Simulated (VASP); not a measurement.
Wanted: the native input for a VASP 6.6.1 run.

```yaml
Task: single point
Functional: PBE
Potentials_or_basis: VASP PAW PBE potentials, release 64 (Mn_pv, O)
Cutoff: 520 eV
k_mesh: 9 × 9 × 9
Occupations: gaussian, width 0.011 eV
Spin: collinear spin, ferromagnetic start
Starting_moments: "[4.0, 0.0] μB"
Dipole_correction: no
Further_INCAR_settings: ALGO = Normal; EDIFF = 1e-06; NBANDS = 20
```

The structure of MnO lies in POSCAR:

```
MnO
1.0
    2.9712935166     -1.7169813801      0.0000000000
    2.9712935166      1.7169813801      0.0000000000
   -1.9846287531      0.0000000000      2.8103092467
Mn O
1 1
Direct
    0.5001990000      0.5001990000      0.5006650000
    0.7498025000      0.7498025000      0.2493360000
```

These files were run (other wordings do the same):

INCAR

```
  PREC = Accurate
  ENCUT = 520
  EDIFF = 1E-6
  ISMEAR = 0
  SIGMA = 0.011
  LREAL = F
  LASPH = T
  NELM = 150
  ALGO = Normal
  ISIF = 2
  LWAVE = F
  LCHARG = T
  ISPIN = 2
  MAGMOM = 4 0
  LORBIT = 11
  LMAXMIX = 4
  GGA = PE
  LELF = T
  LVHAR = T
  NBANDS = 20
```

KPOINTS

```
Automatic mesh
0
Gamma
  9 9 9
```

Potentials or basis: VASP PAW PBE potentials, release 64 (Mn_pv, O).

Run with:

```bash
$ cat potpaw_PBE.64/Mn_pv/POTCAR potpaw_PBE.64/O/POTCAR > POTCAR
$ mpirun -np 1 vasp_std > vasp.out
```

Results of the run:

```
Pressure                                              : -3.6 GPa
Band gap on the k mesh                                : zero (filled and empty bands overlap)
Net moment                                            : 5.00 μB per cell
Site moments                                          : Mn +4.44; O +0.18 μB
Valence electrons inside the program's atomic spheres : Mn 11.34; O 4.98
```

Caveat: a cell with one magnetic atom can't hold antiferromagnetic order, which such compounds often take; semilocal functionals often make such compounds metallic where correlation or magnetic order opens a gap, which also shifts bond lengths.

It took 5.6 min on 1 thread of AMD EPYC 7R43 64-Core Processor (Zen 3), on a shared host, peak memory 0.26 GiB.
